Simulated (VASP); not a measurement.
# PbSe (Clausthalite) (Fm-3m) in VASP: a series of runs

Runs on PbSe (Clausthalite). Level: LDA. Tasks: single point.

All numbers are computed with VASP 6.6.1; they aren't measurements. Logs are shortened: lines on timing, memory, paths and dates and some standing lists are left out, and cuts for length are marked.

## Step 1: The cell of the first run

The structure is cubic, space group Fm-3m (No. 225). The conventional cell has a = 6.039 Å, b = 6.039 Å, c = 6.039 Å, α = 90.00°, β = 90.00°, γ = 90.00°. Pb (site symmetry m-3m) has 6 Se at 3.02 Å within 4.0 Å. Se (site symmetry m-3m) has 6 Pb at 3.02 Å within 4.0 Å.

## Step 2: Single point, LDA (volume scaled by 0.96)

Contents of INCAR:

```
ALGO     = Normal         # electronic algorithm
EDIFF    = 1E-6           # SCF threshold, eV
ENCUT    = 520            # plane-wave cutoff, eV
ISIF     = 2              # what is computed and relaxed
ISMEAR   = -1             # smearing method
LASPH    = True           # aspherical terms in the spheres
LCHARG   = False          # write CHGCAR
LREAL    = False          # projectors in reciprocal space
LWAVE    = False          # write WAVECAR
NBANDS   = 17             # bands
NELM     = 100            # most SCF steps
PREC     = Accurate       # precision mode
SIGMA    = 0.05           # smearing width, eV
```

Contents of KPOINTS:

```
k-points
0
Gamma
  8 8 8
```

Contents of POSCAR:

```
PbSe
1.0
    0.0000000000      3.0192847941      3.0192847941
    3.0192847941      0.0000000000      3.0192847941
    3.0192847941      3.0192847941      0.0000000000
Pb Se
1 1
Direct
    0.0000000000      0.0000000000      0.0000000000
    0.5000000000      0.5000000000      0.5000000000
```

Potentials or basis: VASP PAW LDA potentials, release 64 (Pb_d, Se).

Command:

```sh
$ cat potpaw_LDA.64/Pb_d/POTCAR potpaw_LDA.64/Se/POTCAR > POTCAR
$ mpirun -np 1 vasp_std > vasp.out
```

OUTCAR:

```text
EDIFF = 1E-6
   ENCUT = 520
   ISIF = 2
   ISMEAR = -1
   LASPH = True
   LREAL = False
   NELM = 100
   PREC = Accurate

 ion  position               nearest neighbor table
   1  0.000  0.000  0.000-   2 3.02   2 3.02   2 3.02   2 3.02   2 3.02   2 3.02
   2  0.500  0.500  0.500-   1 3.02   1 3.02   1 3.02   1 3.02   1 3.02   1 3.02

  LATTYP: Found a face centered cubic cell.
 ALAT       =     6.0385695882

  Lattice vectors:

 A1 = (   0.0000000000,   3.0192847941,   3.0192847941)
 A2 = (   3.0192847941,   0.0000000000,   3.0192847941)
 A3 = (   3.0192847941,   3.0192847941,   0.0000000000)

Analysis of symmetry for initial positions (statically):
=====================================================================
 Subroutine PRICEL returns:
 Original cell was already a primitive cell.

 Routine SETGRP: Setting up the symmetry group for a
 face centered cubic supercell.

 Subroutine GETGRP returns: Found 48 space group operations
 (whereof 48 operations were pure point group operations)
 out of a pool of 48 trial point group operations.

The static configuration has the point symmetry O_h .

Analysis of symmetry for dynamics (positions and initial velocities):
=====================================================================
 Subroutine PRICEL returns:
 Original cell was already a primitive cell.

 Routine SETGRP: Setting up the symmetry group for a
 face centered cubic supercell.

 Subroutine GETGRP returns: Found 48 space group operations
 (whereof 48 operations were pure point group operations)
 out of a pool of 48 trial point group operations.

The dynamic configuration has the point symmetry O_h .

 Subroutine INISYM returns: Found 48 space group operations
 (whereof 48 operations are pure point group operations),
 and found     1 'primitive' translations

----------------------------------------------------------------------------------------

                                     Primitive cell

  volume of cell :      55.0481

  direct lattice vectors                    reciprocal lattice vectors
     0.000000000  3.019284794  3.019284794    -0.165602132  0.165602132  0.165602132
     3.019284794  0.000000000  3.019284794     0.165602132 -0.165602132  0.165602132
     3.019284794  3.019284794  0.000000000     0.165602132  0.165602132 -0.165602132

  length of vectors
     4.269913504  4.269913504  4.269913504     0.286831307  0.286831307  0.286831307

  position of ions in fractional coordinates (direct lattice)
     0.000000000  0.000000000  0.000000000
     0.500000000  0.500000000  0.500000000

  ion indices of the primitive-cell ions
   primitive index   ion index
                 1           1
                 2           2

----------------------------------------------------------------------------------------

 KPOINTS: k-points

Automatic generation of k-mesh.
 Grid dimensions read from file:
 generate k-points for:    8    8    8

 Generating k-lattice:

  Cartesian coordinates                     Fractional coordinates (reciprocal lattice)
    -0.020700267  0.020700267  0.020700267     0.125000000  0.000000000  0.000000000
     0.020700267 -0.020700267  0.020700267     0.000000000  0.125000000  0.000000000
     0.020700267  0.020700267 -0.020700267     0.000000000  0.000000000  0.125000000

  Length of vectors
     0.035853913  0.035853913  0.035853913

  Shift w.r.t. Gamma in fractional coordinates (k-lattice)
     0.000000000  0.000000000  0.000000000

 Subroutine IBZKPT returns following result:
 ===========================================

 Found     29 irreducible k-points:

 Following reciprocal coordinates:
            Coordinates               Weight
  0.000000  0.000000  0.000000      1.000000
  0.125000  0.000000  0.000000      8.000000
  0.250000  0.000000  0.000000      8.000000
  0.375000  0.000000  0.000000      8.000000
  0.500000  0.000000  0.000000      4.000000
  0.125000  0.125000  0.000000      6.000000
[... 16 lines left out ...]
  0.500000  0.250000  0.125000     48.000000
 -0.375000  0.250000  0.125000     24.000000
 [... further k-points ...]
   k-points           NKPTS =     29   k-points in BZ     NKDIM =     29   number of bands    NBANDS=     17
   number of dos      NEDOS =    301   number of ions     NIONS =      2
   total plane-waves  NPLWV =  32768
   dimension x,y,z NGX =    32 NGY =   32 NGZ =   32
   dimension x,y,z NGXF=    64 NGYF=   64 NGZF=   64
   ions per type =               1   1
   NGX,Y,Z   is equivalent  to a cutoff of  12.46, 12.46, 12.46 a.u.
   NGXF,Y,Z  is equivalent  to a cutoff of  24.92, 24.92, 24.92 a.u.
 SYSTEM =  unknown system
   PREC   = accura    normal or accurate (medium, high low for compatibility)
   ISTART =      0    job   : 0-new  1-cont  2-samecut
   ICHARG =      2    charge: 1-file 2-atom 10-const
   ISPIN  =      1    spin polarized calculation?
   LNONCOLLINEAR =      F non collinear calculations
   LSORBIT =      F    spin-orbit coupling
   LASPH  =      T    aspherical Exc in radial PAW
   ENCUT  =  520.0 eV  38.22 Ry    6.18 a.u.   7.94  7.94  7.94*2*pi/ulx,y,z
   NELM   =    100;   NELMIN=  2; NELMDL= -5     # of ELM steps
   EDIFF  = 0.1E-05   stopping-criterion for ELM
   LREAL  =      F    real-space projection
   EDIFFG = 0.1E-04   stopping-criterion for IOM
   NSW    =      0    number of steps for IOM
   IBRION =     -1    ionic relax: 0-MD 1-quasi-New 2-CG
   NFREE  =      0    steps in history (QN), initial steepest desc. (CG)
   ISIF   =      2    stress and relaxation
   ISYM   =      2    0-nonsym 1-usesym 2-fastsym
   POTIM  = 0.5000    time-step for ionic-motion
   TEBEG  =    0.0;   TEEND  =   0.0 temperature during run
   PSTRESS=    0.0 pullay stress
   NELECT =      20.0000    total number of electrons
   NUPDOWN=      -1.0000    fix difference up-down
   EMIN   =  10.00;   EMAX   =-10.00  energy-range for DOS
   EFERMI =   0.00;   METHOD = LEGACY
   ISMEAR =    -1;   SIGMA  =   0.05  broadening in eV -4-tet -1-fermi 0-gaus
   EFERMI_NEDOS =   21; number of points for ismear=-14 and -15
   IALGO  =     38    algorithm
   IMIX   =      4    mixing-type and parameters
     AMIX     =   0.40;   BMIX     =  1.00
     AMIX_MAG =   1.60;   BMIX_MAG =  1.00
  volume/ion in A,a.u.               =      27.52       185.74
  Fermi-wavevector in a.u.,A,eV,Ry     =   1.168165  2.207511 18.566630  1.364609
  Thomas-Fermi vector in A             =   2.304655
   LORBIT       =      0    0 simple, 1 ext, 2 COOP (PROOUT), +10 PAW based schemes
   GGA     = CA    functional components
   LHFCALC =     F    Hartree Fock is set to
   AEXX    =    0.0000 exact exchange contribution
   IVDW    =     0    specifies the selected vdW correction
   LEPSILON=     F    determine dielectric tensor
   LRPA    =     F    only Hartree local field effects (RPA)
 non-spin polarized calculation
  energy-cutoff  :      520.00
  volume of cell :       55.05
 maximum number of plane-waves:      1524
   NGX = 15   NGY = 15   NGZ = 15

 number of electron      20.0000005 magnetization

 Free energy of the ion-electron system (eV)
  ---------------------------------------------------
  ext. energy  EPLUGINS =         0.00000000
  ---------------------------------------------------
  free energy    TOTEN  =        -9.45898665 eV

  energy without entropy =       -9.45791135  energy(sigma->0) =       -9.45844900

 E-fermi :   5.4810     XC(G=0): -10.0305

 val. band max:        5.4697377814   @ k =   0.5000   0.0000   0.0000
 cond. band min:       5.4921441208   @ k =   0.5000   0.0000   0.0000
 fundamental gap:      0.0224063394
 Fermi energy:         5.4809622588

 k-point     1 :       0.0000    0.0000    0.0000
  band No.  band energies     occupation
      1     -11.4264      2.00000
      2     -11.4264      2.00000
      3     -11.4221      2.00000
      4     -11.4221      2.00000
      5     -11.4221      2.00000
      6      -8.5403      2.00000
[... 9 lines left out ...]
     16      11.8198      0.00000
     17      13.3255      0.00000

 k-point     2 :       0.1250    0.0000    0.0000
  band No.  band energies     occupation
      1     -11.4303      2.00000
      2     -11.4303      2.00000
      3     -11.4215      2.00000
      4     -11.4168      2.00000
      5     -11.4168      2.00000
      6      -8.4125      2.00000
[... 9 lines left out ...]
     16      12.1771      0.00000
     17      14.6090      0.00000

 k-point     3 :       0.2500    0.0000    0.0000
  band No.  band energies     occupation
      1     -11.4408      2.00000
      2     -11.4408      2.00000
      3     -11.4204      2.00000
      4     -11.4029      2.00000
      5     -11.4029      2.00000
      6      -8.0588      2.00000
[... 9 lines left out ...]
     16      13.0638      0.00000
     17      16.6828      0.00000

 k-point     4 :       0.3750    0.0000    0.0000
  band No.  band energies     occupation
      1     -11.4514      2.00000
      2     -11.4514      2.00000
      3     -11.4198      2.00000
      4     -11.3889      2.00000
      5     -11.3889      2.00000
      6      -7.6049      2.00000
[... 9 lines left out ...]
     16      14.3889      0.00000
     17      16.9692      0.00000
[... 343 lines left out ...]
      1     -11.4770      2.00000
      2     -11.4293      2.00000
      3     -11.4254      2.00000
      4     -11.3965      2.00000
      5     -11.3927      2.00000
      6      -7.7483      2.00000
[... 9 lines left out ...]
     16      14.9720      0.00000
     17      15.4917      0.00000

 k-point    23 :       0.5000    0.2500    0.1250
  band No.  band energies     occupation
      1     -11.4930      2.00000
      2     -11.4370      2.00000
      3     -11.4178      2.00000
      4     -11.3937      2.00000
      5     -11.3842      2.00000
      6      -7.3414      2.00000
[... 9 lines left out ...]
     16      15.3592      0.00000
     17      16.5278      0.00000

 k-point    24 :      -0.3750    0.2500    0.1250
  band No.  band energies     occupation
      1     -11.4988      2.00000
      2     -11.4409      2.00000
      3     -11.4103      2.00000
      4     -11.3978      2.00000
      5     -11.3795      2.00000
      6      -7.1383      2.00000
[... 9 lines left out ...]
     16      16.2690      0.00000
     17      16.3342      0.00000

 [... further k-points ...]

------------------------ aborting loop because EDIFF is reached ----------------------------------------

  FORCE on cell =-STRESS in cart. coord.  units (eV):
  Direction    XX          YY          ZZ          XY          YZ          ZX
  --------------------------------------------------------------------------------------
  -------------------------------------------------------------------------------------
  Total        0.0444996      0.0444996      0.0444996     -0.0000000      0.0000000     -0.0000000
  in kB        1.2951633      1.2951633      1.2951633     -0.0000000      0.0000000     -0.0000000
  external PRESSURE =       1.2951633 kB  Pullay stress =       0.0000000 kB

 VOLUME and BASIS-vectors are now :
 -----------------------------------------------------------------------------
  energy-cutoff  :      520.00
  volume of cell :       55.05
      direct lattice vectors                 reciprocal lattice vectors
     0.000000000  3.019284794  3.019284794    -0.165602132  0.165602132  0.165602132
     3.019284794  0.000000000  3.019284794     0.165602132 -0.165602132  0.165602132
     3.019284794  3.019284794  0.000000000     0.165602132  0.165602132 -0.165602132

 POSITION                                       TOTAL-FORCE (eV/Angst)
 -----------------------------------------------------------------------------------
      0.00000      0.00000      0.00000         0.000000      0.000000      0.000000
      3.01928      3.01928      3.01928        -0.000000     -0.000000     -0.000000
 -----------------------------------------------------------------------------------
    total drift:                                0.000000     -0.000000     -0.000000

  FREE ENERGIE OF THE ION-ELECTRON SYSTEM (eV)
  ---------------------------------------------------
  free  energy   TOTEN  =        -9.4589866460 eV

  energy  without entropy=       -9.4579113547  energy(sigma->0) =       -9.45844900
```

Run time: 13 s. Hardware: 1 thread of Intel Xeon 6975P-C, shared host; peak memory 0.16 GiB.

Results:

```
Free energy            : -9.4590 eV
Pressure               : 0.1 GPa
Band gap on the k mesh : 0.02 eV, direct
```

Caveat: spin-orbit coupling is left out, which moves the levels of the heavy elements. A k mesh can miss the band edges.

## Step 3: Single point, LDA (volume scaled by 0.98)

Contents of INCAR:

```
PREC = Accurate
ENCUT = 520
EDIFF = 1E-6
ISMEAR = -1
SIGMA = 0.05
LREAL = F
LASPH = T
NELM = 100
ALGO = Normal
ISIF = 2
LWAVE = F
LCHARG = F
GGA = CA
NBANDS = 17
```

Contents of KPOINTS:

```
regular mesh
0
Gamma
  8 8 8
```

Contents of POSCAR:

```
PbSe
1.0
    0.0000000000      3.0401081059      3.0401081059
    3.0401081059      0.0000000000      3.0401081059
    3.0401081059      3.0401081059      0.0000000000
Pb Se
1 1
Direct
    0.0000000000      0.0000000000      0.0000000000
    0.5000000000      0.5000000000      0.5000000000
```

Potentials or basis: VASP PAW LDA potentials, release 64 (Pb_d, Se).

Command:

```sh
$ cat potpaw_LDA.64/Pb_d/POTCAR potpaw_LDA.64/Se/POTCAR > POTCAR
$ mpirun -np 1 vasp_std > vasp.out
```

It took 16 s on 1 thread of Intel Xeon 6975P-C, shared host; peak memory 0.16 GiB.

The run converged. Its results:

```yaml
Free_energy: -9.4562 eV
Pressure: -1.0 GPa
Band_gap_on_the_k_mesh: 0.09 eV, direct
```

Levels at points of the mesh, in eV from the valence-band top:
| k point | band 8 | band 9 | band 10 | band 11 | band 12 | band 13 |
| --- | --- | --- | --- | --- | --- | --- |
| (0.00, 0.00, 0.00) | -1.98 | -1.98 | -1.98 | 4.63 | 4.63 | 4.63 |
| (0.50, 0.00, 0.00) | -1.54 | -1.54 | 0.00 | 0.09 | 1.54 | 1.54 |
| (0.50, 0.50, 0.00) | -5.21 | -3.39 | -3.39 | 3.51 | 5.57 | 5.57 |

Caveat: spin-orbit coupling is left out, which moves the levels of the heavy elements.
